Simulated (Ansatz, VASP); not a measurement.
# Two plane-wave programs on I

POSCAR

```
I
1.0
    0.0000000000      2.3497234514      3.8835988039
    2.1775319666      0.0000000000      3.8835988039
    2.1775319666      2.3497234514      0.0000000000
I
1
Direct
    0.0000000000      0.0000000000      0.0000000000
```

INCAR.step1

```
SYSTEM = I
ALGO = Normal ; EDIFF = 1E-5
ENCUT = 520 ; GGA = PE
ISIF = 2 ; ISMEAR = -1
LASPH = .TRUE. ; LREAL = .FALSE.
LWAVE = .TRUE. ; NBANDS = 10
NELM = 100 ; PREC = Accurate
SIGMA = 0.05
```

The input INCAR.step2:

```
SYSTEM = I
AEXX = 0.5 ; ALGO = Normal
EDIFF = 1E-6 ; ENCUT = 520
ISIF = 2 ; ISMEAR = -1
ISTART = 1 ; LASPH = .TRUE.
LCHARG = .TRUE. ; LELF = .TRUE.
LHFCALC = .TRUE. ; LMIXTAU = .TRUE.
LREAL = .FALSE. ; LVHAR = .TRUE.
LWAVE = .FALSE. ; METAGGA = R2SCAN
NBANDS = 10 ; NELM = 100
PREC = Accurate ; PRECFOCK = Normal
SIGMA = 0.05
```

Contents of KPOINTS:

```
k-points
0
G
  5 5 5
  0 0 0
```

File input.yaml:

```yaml
crystal:
  lattice:
    - [0.0, 2.3497234514, 3.8835988039]
    - [2.1775319666, 0.0, 3.8835988039]
    - [2.1775319666, 2.3497234514, 0.0]
  atoms:
    - { symbol: I, position: [0.0, 0.0, 0.0] }
hamiltonian:
  xc: r2scan50
  pseudopotentials: { kind: paw }
kpoints:
  mp_grid: { grid: [5, 5, 5] }
scf:
  occupations: { method: fermi_dirac, width: 0.05 }
output:
  forces: true
  stress: true
  eigenvalues: true
```

Alike in both runs: task single point; functional r2SCAN50; k mesh 5 × 5 × 5; occupations fermi-dirac, width 0.05 eV; no spin polarisation.

```csv
,VASP,Ansatz
version,VASP 6.6.1,Ansatz 0.2.0
potentials or method,"VASP PAW PBE potentials, release 64 (I)",Ansatz PAW
plane-wave cutoff (eV),520,500
valence electrons in the cell,7,17
```

```csv
,VASP,Ansatz,Ansatz less VASP
gap on the k mesh at the Fermi level (eV),none,none,-
pressure (GPa),-2.2,-1.8,+0.39
"traceless stress, the component that is largest in VASP (GPa)",2.03,1.76,-0.268
```

VASP's potentials were made for PBE, not for r2SCAN50. A gap of «none» marks a metal or a gap that the smearing closes. The functional is the same, so the differences come from potentials, cutoffs and numerics. VASP's potentials hold 7 valence electrons a cell and Ansatz's 17, so a difference there can come from the potentials and not from the codes.

The k mesh is coarse, so the values compare programs but aren't converged. Neither program's run includes spin-orbit coupling.
